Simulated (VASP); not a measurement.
Here is a VASP 6.6.1 calculation.

The input INCAR:

```
SYSTEM = Al2O3
PREC = Accurate
ENCUT = 520
EDIFF = 1E-7
ISMEAR = 0
SIGMA = 0.1
LREAL = .False.
LASPH = .True.
NELM = 100
ALGO = Normal
ISIF = 2
LWAVE = .False.
LCHARG = .False.
GGA = PE
NBANDS = 35
```

File KPOINTS:

```
Automatic mesh
0
Gamma
  4 4 4
  0 0 0
```

File POSCAR:

```
Al2O3
1.0
   -4.7621163824      4.7621163824      4.7621163824
    4.7621163824     -4.7621163824      4.7621163824
    4.7621163824      4.7621163824     -4.7621163824
Al O
4 6
Direct
    0.7500000000      0.7500000000      0.7500000000
    0.5000000000      0.0000000000      0.7500000000
    0.0000000000      0.7500000000      0.5000000000
    0.7500000000      0.5000000000      0.0000000000
    0.6250000000      0.8750000000      0.7500000000
    0.8750000000      0.7500000000      0.6250000000
    0.7500000000      0.6250000000      0.8750000000
    0.2500000000      0.8750000000      0.6250000000
    0.6250000000      0.2500000000      0.8750000000
    0.8750000000      0.6250000000      0.2500000000
```

Potentials or basis: VASP PAW PBE potentials, release 64 (Al, O).

Run with:

```sh
$ cat potpaw_PBE.64/Al/POTCAR potpaw_PBE.64/O/POTCAR > POTCAR
$ mpirun -np 1 vasp_std > vasp.out
```

(1) Predict the band gap on the k mesh.

(2) Estimate the pressure.

Answers

(1) 4.02 eV, indirect (least direct gap 4.20 eV).

(2) 0.1 GPa.
